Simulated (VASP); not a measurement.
# BaTiO3 (P4mm) in VASP: a series of runs

Runs on BaTiO3. Level: r2SCAN+U. Tasks: single point, relaxation of cell and atoms.

All numbers are computed with VASP 6.6.1; they aren't measurements. Logs are shortened: lines on timing, memory, paths and dates and some standing lists are left out, and cuts for length are marked.

## Step 1: The cell of the first run

It takes space group P4mm (No. 99, tetragonal). The conventional cell has a = 4.001 Å, b = 4.001 Å, c = 4.070 Å, α = 90.00°, β = 90.00°, γ = 90.00°. Ba (site symmetry 4mm) has 12 O at 2.81 to 2.90 Å and 8 Ti at 3.45 to 3.52 Å within 3.7 Å. Within 2.5 Å of Ti (site symmetry 4mm) lie 6 O at 1.87 to 2.20 Å. Within 2.7 Å of O (site symmetry 2mm) lie 2 Ti at 2.00 Å. Within 2.5 Å of O (site symmetry 4mm) lie 2 Ti at 1.87 to 2.20 Å.

## Step 2: Single point, r2SCAN+U

Input file POSCAR:

```
BaTiO3
1.0
    4.0014242642      0.0000000000      0.0000000000
    0.0000000000      4.0014242642      0.0000000000
    0.0000000000      0.0000000000      4.0704448461
Ba Ti O
1 1 3
Direct
    0.5000000000      0.5000000000      0.5807303543
    0.0000000000      0.0000000000      0.0939139954
    0.0000000000      0.5000000000      0.0656773462
    0.5000000000      0.0000000000      0.0656773462
    0.0000000000      0.0000000000      0.5539979478
```

Input file INCAR.step1:

```
  PREC = Accurate
  ENCUT = 910
  ISMEAR = 0
  SIGMA = 0.02
  LREAL = F
  LASPH = T
  NELM = 200
  LMAXMIX = 4
  LDAU = T
  LDAUTYPE = 2
  LDAUL = -1 2 -1
  LDAUU = 0 4 0
  LDAUJ = 0 0 0
  NBANDS = 28
  GGA = PE
  ALGO = Normal
  EDIFF = 1E-5
  LWAVE = T
  LCHARG = F
  GGA_COMPAT = F
```

Input file INCAR.step2:

```
  PREC = Accurate
  ENCUT = 910
  EDIFF = 1E-6
  ISMEAR = 0
  SIGMA = 0.02
  LREAL = F
  LASPH = T
  NELM = 200
  ALGO = Normal
  ISIF = 2
  LWAVE = F
  LCHARG = F
  LMAXMIX = 4
  LDAU = T
  LDAUTYPE = 2
  LDAUL = -1 2 -1
  LDAUU = 0 4 0
  LDAUJ = 0 0 0
  LDAUPRINT = 1
  METAGGA = R2SCAN
  LMIXTAU = T
  NBANDS = 28
  ISTART = 1
  GGA_COMPAT = F
```

Input file KPOINTS:

```
regular mesh
0
Gamma
  6 6 6
```

Potentials or basis: VASP PAW PBE potentials, release 64 (Ba_sv, Ti_sv, O_h).

Run with:

```bash
$ cat potpaw_PBE.64/Ba_sv/POTCAR potpaw_PBE.64/Ti_sv/POTCAR potpaw_PBE.64/O_h/POTCAR > POTCAR
$ cp INCAR.step1 INCAR
$ mpirun -np 1 vasp_std > vasp.out
$ cp INCAR.step2 INCAR
$ mpirun -np 1 vasp_std > vasp.out
```

OUTCAR:

```text
PREC = Accurate
   ENCUT = 910
   EDIFF = 1E-6
   ISMEAR = 0
   LREAL = F
   LASPH = T
   NELM = 200
   ISIF = 2
   METAGGA = R2SCAN
   ISTART = 1

 ion  position               nearest neighbor table
   1  0.500  0.500  0.581-   3 2.81   4 2.81   4 2.81   3 2.81   5 2.83   5 2.83   5 2.83   5 2.83
                             3 2.90   4 2.90   3 2.90   4 2.90   2 3.45   2 3.45   2 3.45   2 3.45
   2  0.000  0.000  0.094-   5 1.87   4 2.00   3 2.00   3 2.00   4 2.00   5 2.20   1 3.45   1 3.45
                             1 3.45   1 3.45   1 3.52   1 3.52   1 3.52   1 3.52
   3  0.000  0.500  0.066-   2 2.00   2 2.00   1 2.81   1 2.81   1 2.90   1 2.90
   4  0.500  0.000  0.066-   2 2.00   2 2.00   1 2.81   1 2.81   1 2.90   1 2.90
   5  0.000  0.000  0.554-   2 1.87   2 2.20   1 2.83   1 2.83   1 2.83   1 2.83

  LATTYP: Found a simple tetragonal cell.
 ALAT       =     4.0014242642
 C/A-ratio  =     1.0172490037

  Lattice vectors:

 A1 = (   4.0014242642,   0.0000000000,   0.0000000000)
 A2 = (   0.0000000000,   4.0014242642,   0.0000000000)
 A3 = (   0.0000000000,   0.0000000000,   4.0704448461)

Analysis of symmetry for initial positions (statically):
=====================================================================
 Subroutine PRICEL returns:
 Original cell was already a primitive cell.

 Routine SETGRP: Setting up the symmetry group for a
 simple tetragonal supercell.

 Subroutine GETGRP returns: Found  8 space group operations
 (whereof  8 operations were pure point group operations)
 out of a pool of 16 trial point group operations.

The static configuration has the point symmetry C_4v.

Analysis of symmetry for dynamics (positions and initial velocities):
=====================================================================
 Subroutine PRICEL returns:
 Original cell was already a primitive cell.

 Routine SETGRP: Setting up the symmetry group for a
 simple tetragonal supercell.

[... 160 lines left out ...]
 -0.0000  0.1010 -0.0000  0.0000  0.0000
  0.0000 -0.0000  0.2409  0.0000 -0.0000
 -0.0000  0.0000  0.0000  0.1010  0.0000
 -0.0000  0.0000 -0.0000  0.0000  0.2309

spin component  2

  0.0931 -0.0000  0.0000 -0.0000 -0.0000
 -0.0000  0.1010 -0.0000  0.0000  0.0000
  0.0000 -0.0000  0.2409  0.0000 -0.0000
 -0.0000  0.0000  0.0000  0.1010  0.0000
 -0.0000  0.0000 -0.0000  0.0000  0.2309

 occupancies and eigenvectors

  o =  0.0931  v =  1.0000  0.0000  0.0000  0.0000  0.0000  0.0000  0.0000  0.0000  0.0000  0.0000      0.0000  0.0000  0.0000  0.0000  0.0000  0.0000  0.0000  0.0000  0.0000  0.0000
  o =  0.0931  v =  0.0000  0.0000  0.0000  0.0000  0.0000  1.0000  0.0000  0.0000  0.0000  0.0000      0.0000  0.0000  0.0000  0.0000  0.0000  0.0000  0.0000  0.0000  0.0000  0.0000
  o =  0.1010  v =  0.0000  1.0000  0.0000  0.0006  0.0000  0.0000  0.0000  0.0000  0.0000  0.0000      0.0000  0.0000  0.0000  0.0000  0.0000  0.0000  0.0000  0.0000  0.0000  0.0000
  o =  0.1010  v =  0.0000  0.0000  0.0000  0.0000  0.0000  0.0000  1.0000  0.0000  0.0006  0.0000      0.0000  0.0000  0.0000  0.0000  0.0000  0.0000  0.0000  0.0000  0.0000  0.0000
  o =  0.1010  v =  0.0000  0.0006  0.0000 -1.0000  0.0000  0.0000  0.0000  0.0000  0.0000  0.0000      0.0000  0.0000  0.0000  0.0000  0.0000  0.0000  0.0000  0.0000  0.0000  0.0000
  o =  0.1010  v =  0.0000  0.0000  0.0000  0.0000  0.0000  0.0000  0.0006  0.0000 -1.0000  0.0000      0.0000  0.0000  0.0000  0.0000  0.0000  0.0000  0.0000  0.0000  0.0000  0.0000
  o =  0.2309  v =  0.0000  0.0000  0.0000  0.0000  0.0000  0.0000 -0.0000 -0.0000  0.0000  1.0000      0.0000  0.0000  0.0000  0.0000  0.0000  0.0000  0.0000  0.0000  0.0000  0.0000
  o =  0.2309  v =  0.0000 -0.0000 -0.0000  0.0000  1.0000  0.0000  0.0000  0.0000  0.0000  0.0000      0.0000  0.0000  0.0000  0.0000  0.0000  0.0000  0.0000  0.0000  0.0000  0.0000
  o =  0.2409  v =  0.0000  0.0000  0.0000  0.0000  0.0000  0.0000  0.0000 -1.0000 -0.0000 -0.0000      0.0000  0.0000  0.0000  0.0000  0.0000  0.0000  0.0000  0.0000  0.0000  0.0000
  o =  0.2409  v =  0.0000  0.0000 -1.0000 -0.0000 -0.0000  0.0000  0.0000  0.0000  0.0000  0.0000      0.0000  0.0000  0.0000  0.0000  0.0000  0.0000  0.0000  0.0000  0.0000  0.0000

 number of electron      40.0000005 magnetization

 Free energy of the ion-electron system (eV)
  ---------------------------------------------------
  ext. energy  EPLUGINS =         0.00000000
  ---------------------------------------------------
  free energy    TOTEN  =       -71.67799526 eV

  energy without entropy =      -71.67799526  energy(sigma->0) =      -71.67799526

 E-fermi :   4.0588     XC(G=0): -11.8271

 val. band max:        3.9636457119   @ k =   0.5000   0.5000   0.5000
 cond. band min:       6.6684037621   @ k =   0.0000   0.0000   0.0000
 fundamental gap:      2.7047580502
 Fermi energy:         4.0587710742

 k-point     1 :       0.0000    0.0000    0.0000
  band No.  band energies     occupation
      1     -55.9751      2.00000
      2     -31.1261      2.00000
      3     -31.0747      2.00000
      4     -31.0747      2.00000
      5     -21.6472      2.00000
      6     -13.9900      2.00000
[... 733 lines left out ...]
     27      12.6038      0.00000
     28      13.9464      0.00000

 [... further k-points ...]

------------------------ aborting loop because EDIFF is reached ----------------------------------------

  FORCE on cell =-STRESS in cart. coord.  units (eV):
  Direction    XX          YY          ZZ          XY          YZ          ZX
  --------------------------------------------------------------------------------------
  -------------------------------------------------------------------------------------
  Total        0.9854187      0.9854187      1.1419941      0.0000000      0.0000000      0.0000000
  in kB       24.2248046     24.2248046     28.0739407      0.0000000      0.0000000      0.0000000
  external PRESSURE =      25.5078500 kB  Pullay stress =       0.0000000 kB

 VOLUME and BASIS-vectors are now :
 -----------------------------------------------------------------------------
  energy-cutoff  :      910.00
  volume of cell :       65.17
      direct lattice vectors                 reciprocal lattice vectors
     4.001424264  0.000000000  0.000000000     0.249911015  0.000000000  0.000000000
     0.000000000  4.001424264  0.000000000     0.000000000  0.249911015  0.000000000
     0.000000000  0.000000000  4.070444846     0.000000000  0.000000000  0.245673394

 POSITION                                       TOTAL-FORCE (eV/Angst)
 -----------------------------------------------------------------------------------
      2.00071      2.00071      2.36383         0.000000     -0.000000     -0.025995
      0.00000      0.00000      0.38227         0.000000      0.000000     -0.525082
      0.00000      2.00071      0.26734         0.000000     -0.000000      0.007351
      2.00071      0.00000      0.26734         0.000000     -0.000000      0.007351
      0.00000      0.00000      2.25502         0.000000      0.000000      0.536375
 -----------------------------------------------------------------------------------
    total drift:                               -0.000000     -0.000000      0.003370

  FREE ENERGIE OF THE ION-ELECTRON SYSTEM (eV)
  ---------------------------------------------------
  free  energy   TOTEN  =       -71.6779952586 eV

  energy  without entropy=      -71.6779952586  energy(sigma->0) =      -71.67799526
```

Wall time 6.1 min (1 thread of AMD EPYC 9R45 (Zen 5), shared host); peak memory 0.35 GiB.

Results:

* Free energy: -71.6780 eV
* Pressure: 2.6 GPa
* Largest force: 0.536 eV/Å
* Band gap on the k mesh: 2.70 eV (least direct gap 3.09 eV)

Forces on the atoms (eV/Å):
```
Ba   0.000  0.000 -0.026
Ti   0.000  0.000 -0.525
O    0.000  0.000  0.007
O    0.000  0.000  0.007
O    0.000  0.000  0.536
```

Eigenvalues of the final occupation matrices:
| site | spin | trace | eigenvalues |
| --- | --- | --- | --- |
| site 2 d | 1 | 0.77 | 0.09 0.10 0.10 0.23 0.24 |
| site 2 d | 2 | 0.77 | 0.09 0.10 0.10 0.23 0.24 |

Caveat: the cutoff is under 1.25 times the usual one of these potentials, so pressure, stress and relaxed cells hold a basis-set (Pulay) error; the PAW data sets were made with another functional, which shifts forces and pressure a little; spin-orbit coupling is left out, which moves the levels of the heavy elements.

## Step 3: Single point, r2SCAN+U

This run uses another cell than the first one, of 12.93 Å³/atom.

Input file POSCAR:

```
BaTiO3
1.0
    3.9968856740      0.0000000000      0.0000000000
    0.0000000000      3.9968856740      0.0000000000
    0.0000000000      0.0000000000      4.0454741256
Ba Ti O
1 1 3
Direct
    0.5000000000      0.5000000000      0.5790986923
    0.0000000000      0.0000000000      0.0907439727
    0.0000000000      0.5000000000      0.0665185034
    0.5000000000      0.0000000000      0.0665185034
    0.0000000000      0.0000000000      0.5571173182
```

Input file INCAR.step1:

```
SYSTEM = BaTiO3
  PREC = Accurate
  ENCUT = 910
  ISMEAR = 0
  SIGMA = 0.02
  LREAL = .False.
  LASPH = .True.
  NELM = 200
  LMAXMIX = 4
  LDAU = .True.
  LDAUTYPE = 2
  LDAUL = -1 2 -1
  LDAUU = 0 4 0
  LDAUJ = 0 0 0
  NBANDS = 28
  GGA = PE
  ALGO = Normal
  EDIFF = 1E-5
  LWAVE = .True.
  LCHARG = .False.
  GGA_COMPAT = .False.
```

Input file INCAR.step2:

```
SYSTEM = BaTiO3
  PREC = Accurate
  ENCUT = 910
  EDIFF = 1E-6
  ISMEAR = 0
  SIGMA = 0.02
  LREAL = .False.
  LASPH = .True.
  NELM = 200
  ALGO = Normal
  ISIF = 2
  LWAVE = .False.
  LCHARG = .False.
  LMAXMIX = 4
  LDAU = .True.
  LDAUTYPE = 2
  LDAUL = -1 2 -1
  LDAUU = 0 4 0
  LDAUJ = 0 0 0
  LDAUPRINT = 1
  METAGGA = R2SCAN
  LMIXTAU = .True.
  NBANDS = 28
  ISTART = 1
  GGA_COMPAT = .False.
```

Input file KPOINTS:

```
Automatic mesh
0
Gamma
  6 6 6
  0 0 0
```

Potentials or basis: VASP PAW PBE potentials, release 64 (Ba_sv, Ti_sv, O_h).

Run with:

```bash
$ cat potpaw_PBE.64/Ba_sv/POTCAR potpaw_PBE.64/Ti_sv/POTCAR potpaw_PBE.64/O_h/POTCAR > POTCAR
$ cp INCAR.step1 INCAR
$ mpirun -np 1 vasp_std > vasp.out
$ cp INCAR.step2 INCAR
$ mpirun -np 1 vasp_std > vasp.out
```

OUTCAR:

```text
SYSTEM = BaTiO3
   PREC = Accurate
   ENCUT = 910
   EDIFF = 1E-6
   ISMEAR = 0
   LREAL = .False.
   LASPH = .True.
   NELM = 200
   ISIF = 2
   METAGGA = R2SCAN
   ISTART = 1

 ion  position               nearest neighbor table
   1  0.500  0.500  0.579-   3 2.81   4 2.81   4 2.81   3 2.81   5 2.83   5 2.83   5 2.83   5 2.83
                             3 2.88   4 2.88   3 2.88   4 2.88   2 3.45   2 3.45   2 3.45   2 3.45
   2  0.000  0.000  0.091-   5 1.89   4 2.00   3 2.00   3 2.00   4 2.00   5 2.16   1 3.45   1 3.45
[... 991 lines left out ...]
  -------------------------------------------------------------------------------------
  Total        1.4084074      1.4084074      1.5308052      0.0000000      0.0000000      0.0000000
  in kB       34.9161215     34.9161215     37.9505102      0.0000000      0.0000000      0.0000000
  external PRESSURE =      35.9275844 kB  Pullay stress =       0.0000000 kB

 VOLUME and BASIS-vectors are now :
 -----------------------------------------------------------------------------
  energy-cutoff  :      910.00
  volume of cell :       64.63
      direct lattice vectors                 reciprocal lattice vectors
     3.996885674  0.000000000  0.000000000     0.250194797  0.000000000  0.000000000
     0.000000000  3.996885674  0.000000000     0.000000000  0.250194797  0.000000000
     0.000000000  0.000000000  4.045474126     0.000000000  0.000000000  0.247189815

 POSITION                                       TOTAL-FORCE (eV/Angst)
 -----------------------------------------------------------------------------------
      1.99844      1.99844      2.34273         0.000000     -0.000000     -0.022303
      0.00000      0.00000      0.36710        -0.000000     -0.000000     -0.458446
      0.00000      1.99844      0.26910        -0.000000      0.000000      0.007460
      1.99844      0.00000      0.26910        -0.000000      0.000000      0.007460
      0.00000      0.00000      2.25380        -0.000000     -0.000000      0.465829
 -----------------------------------------------------------------------------------
    total drift:                                0.000000      0.000000      0.003314

  FREE ENERGIE OF THE ION-ELECTRON SYSTEM (eV)
  ---------------------------------------------------
  free  energy   TOTEN  =       -71.6788024445 eV

  energy  without entropy=      -71.6788024445  energy(sigma->0) =      -71.67880244
```

OSZICAR.step1:

```text
N       E                     dE             d eps       ncg     rms          rms(c)
DAV:   1     0.586640496340E+03    0.58664E+03   -0.26747E+04  2240   0.228E+03
DAV:   2     0.621855692907E+02   -0.52445E+03   -0.49914E+03  2360   0.539E+02
DAV:   3    -0.431905614462E+02   -0.10538E+03   -0.10197E+03  3436   0.194E+02
DAV:   4    -0.489607655126E+02   -0.57702E+01   -0.57442E+01  2892   0.456E+01
DAV:   5    -0.491684398673E+02   -0.20767E+00   -0.20751E+00  3524   0.815E+00    0.236E+01
DAV:   6    -0.370988847461E+02    0.12070E+02   -0.55479E+01  3396   0.671E+01    0.894E+00
DAV:   7    -0.373585466370E+02   -0.25966E+00   -0.75051E+00  3116   0.159E+01    0.575E+00
DAV:   8    -0.373411019820E+02    0.17445E-01   -0.14190E+00  2796   0.106E+01    0.220E+00
DAV:   9    -0.373204935741E+02    0.20608E-01   -0.22685E-01  2868   0.426E+00    0.105E+00
DAV:  10    -0.373281991006E+02   -0.77055E-02   -0.14216E-01  2796   0.232E+00    0.107E+00
DAV:  11    -0.373131308911E+02    0.15068E-01   -0.78125E-02  3132   0.246E+00    0.271E-01
DAV:  12    -0.373125709598E+02    0.55993E-03   -0.52468E-03  2748   0.661E-01    0.103E-01
DAV:  13    -0.373125735345E+02   -0.25747E-05   -0.16217E-03  3128   0.259E-01    0.537E-02
DAV:  14    -0.373125555765E+02    0.17958E-04   -0.24644E-04  3156   0.114E-01    0.212E-02
DAV:  15    -0.373125574707E+02   -0.18942E-05   -0.24320E-05  1836   0.485E-02
   1 F= -.37312557E+02 E0= -.37312557E+02  d E =-.602607E-92
```

Wall time 5.4 min (1 thread of Intel Xeon Platinum 8488C (Sapphire Rapids), shared host); peak memory 0.38 GiB.

What came out:

```yaml
Free_energy: -71.6788 eV
Pressure: 3.6 GPa
Largest_force: 0.466 eV/Å
Band_gap_on_the_k_mesh: 2.71 eV (least direct gap 3.05 eV)
```

Forces on the atoms (eV/Å):
```
Ba   0.000  0.000 -0.022
Ti   0.000  0.000 -0.458
O    0.000  0.000  0.007
O    0.000  0.000  0.007
O    0.000  0.000  0.466
```

Stress tensor (GPa, compression positive):
```
3.49 0.00 0.00
0.00 3.49 0.00
0.00 0.00 3.80
```

Eigenvalues of the final occupation matrices:
| site | spin | trace | eigenvalues |
| --- | --- | --- | --- |
| site 2 d | 1 | 0.77 | 0.09 0.10 0.10 0.23 0.24 |
| site 2 d | 2 | 0.77 | 0.09 0.10 0.10 0.23 0.24 |

Caveat: the cutoff is under 1.25 times the usual one of these potentials, so pressure, stress and relaxed cells hold a basis-set (Pulay) error; the cell stands under pressure; the PAW data sets were made with another functional, which shifts forces and pressure a little; spin-orbit coupling is left out, which moves the levels of the heavy elements.

(Continued in part 2 of 2.)
